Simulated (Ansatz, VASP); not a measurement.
## Te2Mo: VASP beside Ansatz

INCAR

```
SYSTEM = Te2Mo
ALGO = Normal
EDIFF = 1E-6
EDIFFG = -0.005
ENCUT = 600
GGA = PS
IBRION = 2
ISIF = 3
ISMEAR = 0
LASPH = .True.
LCHARG = .False.
LREAL = .False.
LWAVE = .False.
NELM = 60
NSW = 100
PREC = Accurate
SIGMA = 0.02
```

KPOINTS

```
k-points
0
Gamma
  9 9 1
  0 0 0
```

File POSCAR:

```
Te2Mo
1.0
    3.5613831954      0.0000000000      0.0000000000
   -1.7806915977      3.0842483198      0.0000000000
    0.0000000000      0.0000000000     38.9902681400
Te Mo
8 4
Direct
    0.3333333300      0.6666666700      0.8599190800
    0.3333333300      0.6666666700      0.2363693300
    0.6666666700      0.3333333300      0.6717768300
    0.6666666700      0.3333333300      0.0481819100
    0.6666666700      0.3333333300      0.7636306700
    0.6666666700      0.3333333300      0.1400809200
    0.3333333300      0.6666666700      0.9518180900
    0.3333333300      0.6666666700      0.3282231700
    0.3333333300      0.6666666700      0.7176620000
    0.3333333300      0.6666666700      0.0941411600
    0.6666666700      0.3333333300      0.9058588400
    0.6666666700      0.3333333300      0.2823380000
```

Input for Ansatz:

```yaml
crystal:
  lattice:
    - [3.5613831954, 0.0, 0.0]
    - [-1.7806915977, 3.0842483198, 0.0]
    - [0.0, 0.0, 38.99026814]
  atoms:
    - { symbol: Te, position: [0.33333333, 0.66666667, 0.85991908] }
    - { symbol: Te, position: [0.33333333, 0.66666667, 0.23636933] }
    - { symbol: Te, position: [0.66666667, 0.33333333, 0.67177683] }
    - { symbol: Te, position: [0.66666667, 0.33333333, 0.04818191] }
    - { symbol: Te, position: [0.66666667, 0.33333333, 0.76363067] }
    - { symbol: Te, position: [0.66666667, 0.33333333, 0.14008092] }
    - { symbol: Te, position: [0.33333333, 0.66666667, 0.95181809] }
    - { symbol: Te, position: [0.33333333, 0.66666667, 0.32822317] }
    - { symbol: Mo, position: [0.33333333, 0.66666667, 0.717662] }
    - { symbol: Mo, position: [0.33333333, 0.66666667, 0.09414116] }
    - { symbol: Mo, position: [0.66666667, 0.33333333, 0.90585884] }
    - { symbol: Mo, position: [0.66666667, 0.33333333, 0.282338] }
basis:
  ecutwfc: 420
kpoints:
  mp_grid: { grid: [9, 9, 1] }
hamiltonian:
  xc: pbesol
  pseudopotentials: { kind: paw, azcp: { folder: soft_1 } }
scf:
  occupations: { method: gaussian, width: 0.02 }
output:
  forces: true
  stress: true
  eigenvalues: true
relax:
  adjacent_minimum: "off"
  f_tol: 0.005
  max_steps: 80
  cell: { stress_tol: 0.05 }
```

Alike in both runs: task relaxation of cell and atoms; functional PBEsol; k mesh 9 × 9 × 1; occupations gaussian, width 0.02 eV; no spin polarisation.

|  | VASP | Ansatz |
| --- | --- | --- |
| version | VASP 6.6.1 | Ansatz 0.2.0 |
| potentials or method | VASP PAW PBE potentials, release 64 (Te, Mo_sv), cutoff 600 eV | scalar-relativistic, plane waves, PAW |
| valence electrons in the cell | 104 | 184 |

|  | VASP | Ansatz | Ansatz less VASP |
| --- | --- | --- | --- |
| gap on the k mesh at the Fermi level, each at its own relaxed structure (eV) | 0.87 | 0.89 | +0.014 |
| relaxed volume (Å³/atom) | 32.81 | 33.04 | +0.231 |
| relaxed length of the cell vector where the two differ most in proportion (Å) | 37.252 | 37.516 | +0.2646 |

VASP's potentials were made for PBE, not for PBEsol, and Ansatz warns of the same on its side. VASP's potentials hold 104 valence electrons a cell and Ansatz's 184, so a difference there can come from the potentials and not from the codes.

Spin-orbit coupling is off throughout.
